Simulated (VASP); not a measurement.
A run of VASP 6.6.1 is set up as follows.

The input INCAR:

```
PREC = Accurate ; ENCUT = 520
EDIFF = 1E-6 ; ISMEAR = 0
SIGMA = 0.1 ; LREAL = Auto
LASPH = True ; NELM = 60
ALGO = Normal ; ISIF = 2
LWAVE = False ; LCHARG = False
GGA = PE ; NBANDS = 36
```

Contents of KPOINTS:

```
regular mesh
0
Gamma
  1 1 1
```

File POSCAR:

```
Al
1.0
   -4.0416209214     -4.0416209214      4.0416209214
    4.0416209214      4.0416209214      4.0416209214
   -4.0416209214      4.0416209214     -4.0416209214
Al
15
Direct
    0.2542514202      0.0000000000      0.7457485798
    0.0000000000      0.2542514202      0.7457485798
    0.5000000000      0.0000000000      0.5000000000
    0.2542514202      0.2542514202      0.5085028404
    0.0000000000      0.5000000000      0.5000000000
    0.7457485798      0.0000000000      0.2542514202
    0.5085028404      0.2542514202      0.2542514202
    0.2542514202      0.5085028404      0.2542514202
    0.0000000000      0.7457485798      0.2542514202
    0.7457485798      0.2542514202      0.0000000000
    0.5000000000      0.5000000000      0.0000000000
    0.2542514202      0.7457485798      0.0000000000
    0.7457485798      0.4914971596      0.7457485798
    0.4914971596      0.7457485798      0.7457485798
    0.7457485798      0.7457485798      0.4914971596
```

Potentials or basis: VASP PAW PBE potentials, release 64 (Al).

Command:

```sh
$ cat potpaw_PBE.64/Al/POTCAR > POTCAR
$ mpirun -np 1 vasp_gam > vasp.out
```

(1) Estimate the pressure.

(2) What does it give for the band gap on the k mesh?

## Answers

(1) 0.6 GPa.

(2) zero (an odd number of electrons rules out a gap without spin polarisation).

Caveat: the k points lie up to 1.10 Å⁻¹ apart, too coarse for converged energies and pressures of a metal; the cell differs from its parent crystal (atoms taken out, then relaxed in part).
